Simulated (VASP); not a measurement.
# ZnS (F-43m) in VASP: notebook, part 2 of 2

VASP 6.6.1. Earlier steps stand in the parts before.

## Step 5: Single point, PBE

This run uses another cell than the first one, of 19.55 Å³/atom, 1.053 times its volume.

The input, INCAR:

```
SYSTEM = ZnS
ALGO = Normal
EDIFF = 1E-6
ENCUT = 520
GGA = PE
ISIF = 2
ISMEAR = -1
LASPH = .TRUE.
LCHARG = .TRUE.
LELF = .TRUE.
LREAL = .FALSE.
LVHAR = .TRUE.
LWAVE = .FALSE.
NBANDS = 16
NELM = 100
PREC = Accurate
SIGMA = 0.02
```

The input, KPOINTS:

```
k-points
0
G
  8 8 8
  0 0 0
```

The input, POSCAR:

```
ZnS
1.0
    0.0000000000      2.6940857896      2.6940857896
    2.6940857896      0.0000000000      2.6940857896
    2.6940857896      2.6940857896      0.0000000000
Zn S
1 1
Direct
    0.0000000000      0.0000000000      0.0000000000
    0.2500000000      0.2500000000      0.2500000000
```

Potentials or basis: VASP PAW PBE potentials, release 64 (Zn, S).

Run with:

```console
> cat potpaw_PBE.64/Zn/POTCAR potpaw_PBE.64/S/POTCAR > POTCAR
> mpirun -np 1 vasp_std > vasp.out
```

OUTCAR:

```text
SYSTEM = ZnS
   EDIFF = 1E-6
   ENCUT = 520
   GGA = PE
   ISIF = 2
   ISMEAR = -1
   LASPH = .TRUE.
   LREAL = .FALSE.
   NELM = 100
   PREC = Accurate

 ion  position               nearest neighbor table
   1  0.000  0.000  0.000-   2 2.33   2 2.33   2 2.33   2 2.33
   2  0.250  0.250  0.250-   1 2.33   1 2.33   1 2.33   1 2.33

  LATTYP: Found a face centered cubic cell.
 ALAT       =     5.3881715792

  Lattice vectors:

 A1 = (   0.0000000000,   2.6940857896,   2.6940857896)
 A2 = (   2.6940857896,   0.0000000000,   2.6940857896)
 A3 = (   2.6940857896,   2.6940857896,   0.0000000000)

Analysis of symmetry for initial positions (statically):
=====================================================================
 Subroutine PRICEL returns:
 Original cell was already a primitive cell.

 Routine SETGRP: Setting up the symmetry group for a
 face centered cubic supercell.

 Subroutine GETGRP returns: Found 24 space group operations
 (whereof 24 operations were pure point group operations)
 out of a pool of 48 trial point group operations.

The static configuration has the point symmetry T_d .

Analysis of symmetry for dynamics (positions and initial velocities):
=====================================================================
 Subroutine PRICEL returns:
 Original cell was already a primitive cell.

 Routine SETGRP: Setting up the symmetry group for a
 face centered cubic supercell.

 Subroutine GETGRP returns: Found 24 space group operations
 (whereof 24 operations were pure point group operations)
 out of a pool of 48 trial point group operations.

The dynamic configuration has the point symmetry T_d .

 Subroutine INISYM returns: Found 24 space group operations
 (whereof 24 operations are pure point group operations),
 and found     1 'primitive' translations

----------------------------------------------------------------------------------------

                                     Primitive cell
[... 108 lines left out ...]
   IALGO  =     38    algorithm
   IMIX   =      4    mixing-type and parameters
     AMIX     =   0.40;   BMIX     =  1.00
     AMIX_MAG =   1.60;   BMIX_MAG =  1.00
  volume/ion in A,a.u.               =      19.55       131.96
  Fermi-wavevector in a.u.,A,eV,Ry     =   1.263992  2.388598 21.737691  1.597675
  Thomas-Fermi vector in A             =   2.397320
   LORBIT       =      0    0 simple, 1 ext, 2 COOP (PROOUT), +10 PAW based schemes
   GGA     = PE    functional components
   LHFCALC =     F    Hartree Fock is set to
   AEXX    =    0.0000 exact exchange contribution
   IVDW    =     0    specifies the selected vdW correction
   LEPSILON=     F    determine dielectric tensor
   LRPA    =     F    only Hartree local field effects (RPA)
 non-spin polarized calculation
  energy-cutoff  :      520.00
  volume of cell :       39.11
 maximum number of plane-waves:      1067
   NGX = 15   NGY = 15   NGZ = 15

 number of electron      18.0000006 magnetization

 Free energy of the ion-electron system (eV)
  ---------------------------------------------------
  ext. energy  EPLUGINS =         0.00000000
  ---------------------------------------------------
  free energy    TOTEN  =        -6.84248099 eV

  energy without entropy =       -6.84248099  energy(sigma->0) =       -6.84248099

 E-fermi :   2.5942     XC(G=0):  -9.6718

 val. band max:        2.1893203064   @ k =   0.0000   0.0000   0.0000
 cond. band min:       4.3422326065   @ k =   0.0000   0.0000   0.0000
 fundamental gap:      2.1529123001
 Fermi energy:         2.5942095139

 k-point     1 :       0.0000    0.0000    0.0000
  band No.  band energies     occupation
      1     -11.0127      2.00000
      2      -4.1852      2.00000
      3      -4.1852      2.00000
      4      -4.1852      2.00000
      5      -3.6764      2.00000
      6      -3.6764      2.00000
[... 433 lines left out ...]
      3      -3.9974      2.00000
      4      -3.7333      2.00000
      5      -3.6639      2.00000
      6      -3.4024      2.00000
[... 8 lines left out ...]
     15      15.6869      0.00000
     16      16.4911      0.00000

 [... further k-points ...]

------------------------ aborting loop because EDIFF is reached ----------------------------------------

  FORCE on cell =-STRESS in cart. coord.  units (eV):
  Direction    XX          YY          ZZ          XY          YZ          ZX
  --------------------------------------------------------------------------------------
  -------------------------------------------------------------------------------------
  Total        0.5996528      0.5996528      0.5996528     -0.0000000     -0.0000000      0.0000000
  in kB       24.5666624     24.5666624     24.5666624     -0.0000000     -0.0000000      0.0000000
  external PRESSURE =      24.5666624 kB  Pullay stress =       0.0000000 kB

 VOLUME and BASIS-vectors are now :
 -----------------------------------------------------------------------------
  energy-cutoff  :      520.00
  volume of cell :       39.11
      direct lattice vectors                 reciprocal lattice vectors
     0.000000000  2.694085790  2.694085790    -0.185591714  0.185591714  0.185591714
     2.694085790  0.000000000  2.694085790     0.185591714 -0.185591714  0.185591714
     2.694085790  2.694085790  0.000000000     0.185591714  0.185591714 -0.185591714

 POSITION                                       TOTAL-FORCE (eV/Angst)
 -----------------------------------------------------------------------------------
      0.00000      0.00000      0.00000        -0.000000     -0.000000     -0.000000
      1.34704      1.34704      1.34704         0.000000      0.000000      0.000000
 -----------------------------------------------------------------------------------
    total drift:                                0.000001      0.000001      0.000001

  FREE ENERGIE OF THE ION-ELECTRON SYSTEM (eV)
  ---------------------------------------------------
  free  energy   TOTEN  =        -6.8424809878 eV

  energy  without entropy=       -6.8424809878  energy(sigma->0) =       -6.84248099
```

stdout:

```text
POSCAR found type information on POSCAR ZnS
 POSCAR found :  2 types and       2 ions
 scaLAPACK will be used
 LDA part: xc-table for (Slater+PW92), standard interpolation
 POSCAR, INCAR and KPOINTS ok, starting setup
 FFT: planning ... GRIDC
 FFT: planning ... GRID_SOFT
 FFT: planning ... GRID
 WAVECAR not read
 entering main loop
```

It took 7.4 s on 1 thread of Intel Xeon 6975P-C (Granite Rapids), shared host; peak memory 0.16 GiB.

Results:

| Quantity | Value |
| --- | --- |
| Free energy | -6.8425 eV |
| Pressure | 2.5 GPa |
| Band gap on the k mesh | 2.15 eV, direct |

Levels at points of the mesh, in eV from the valence-band top:
| k point | band 7 | band 8 | band 9 | band 10 | band 11 | band 12 |
| --- | --- | --- | --- | --- | --- | --- |
| (0.00, 0.00, 0.00) | 0.00 | 0.00 | 0.00 | 2.15 | 6.39 | 6.39 |
| (0.50, 0.00, 0.00) | -5.35 | -0.88 | -0.88 | 3.33 | 6.92 | 6.92 |
| (0.50, 0.50, 0.00) | -4.59 | -2.25 | -2.25 | 3.39 | 4.07 | 11.04 |

As with any semilocal functional, this PBE gap is likely too small.

## Step 6: Single point, LDA

This run uses another cell than the first one, of 19.55 Å³/atom, 1.053 times its volume.

The input, INCAR:

```
PREC = Accurate
ENCUT = 520
EDIFF = 1E-6
ISMEAR = 0
SIGMA = 0.01
LREAL = False
LASPH = True
NELM = 100
ALGO = Normal
ISIF = 2
LWAVE = False
LCHARG = False
GGA = CA
NBANDS = 16
```

The input, KPOINTS:

```
Automatic mesh
0
Gamma
  8 8 8
```

POSCAR is that of step 5.

Potentials or basis: VASP PAW LDA potentials, release 64 (Zn, S).

Run with:

```console
> cat potpaw_LDA.64/Zn/POTCAR potpaw_LDA.64/S/POTCAR > POTCAR
> mpirun -np 1 vasp_std > vasp.out
```

Run time: 6.2 s. Hardware: 1 thread of Intel Xeon 6975P-C (Granite Rapids), shared host; peak memory 0.14 GiB.

The run converged. Its results:

- Free energy: -8.1854 eV
- Pressure: -3.8 GPa
- Band gap on the k mesh: 1.93 eV, direct

Levels at points of the mesh, in eV from the valence-band top:
```
           k point  band 5  band 6  band 7  band 8  band 9  band 10  band 11  band 12  band 13  band 14
(0.00, 0.00, 0.00)   -6.04   -6.04    0.00    0.00    0.00     1.93     6.25     6.25     6.25    11.57
(0.50, 0.00, 0.00)   -6.01   -5.83   -5.44   -0.89   -0.89     3.13     6.79     6.79     8.66    11.90
(0.50, 0.50, 0.00)   -5.96   -5.81   -4.70   -2.28   -2.28     3.17     3.90    10.78    11.84    11.84
```

## Step 7: Summary

```csv
level,potentials or basis,cell,smearing,gap on the mesh (eV),pressure (GPa)
LDA,"VASP PAW LDA potentials, release 64 (Zn, S)","a = 3.745 Å, angles 60.0°, 2 atoms",fermi-dirac 0.02 eV,2.16,0.3
PBEsol,"VASP PAW PBE potentials, release 64 (Zn, S)","a = 3.788 Å, angles 60.0°, 2 atoms",fermi-dirac 0.02 eV,2.09,0.2
PBE,"VASP PAW PBE potentials, release 64 (Zn, S)","a = 3.849 Å, angles 60.0°, 2 atoms",fermi-dirac 0.02 eV,2.02,0.1
PBE,"VASP PAW PBE potentials, release 64 (Zn, S)","a = 3.810 Å, angles 60.0°, 2 atoms",fermi-dirac 0.02 eV,2.15,2.5
LDA,"VASP PAW LDA potentials, release 64 (Zn, S)","a = 3.810 Å, angles 60.0°, 2 atoms",gaussian 0.01 eV,1.93,-3.8
```

Alike in all rows: task single point; no spin polarisation; k mesh 8 × 8 × 8; cutoff (eV) 520.

Caveats: the PAW data sets were made with another functional, which shifts forces and pressure a little (some runs).

Absolute energies hang on the potentials; compare differences alone.
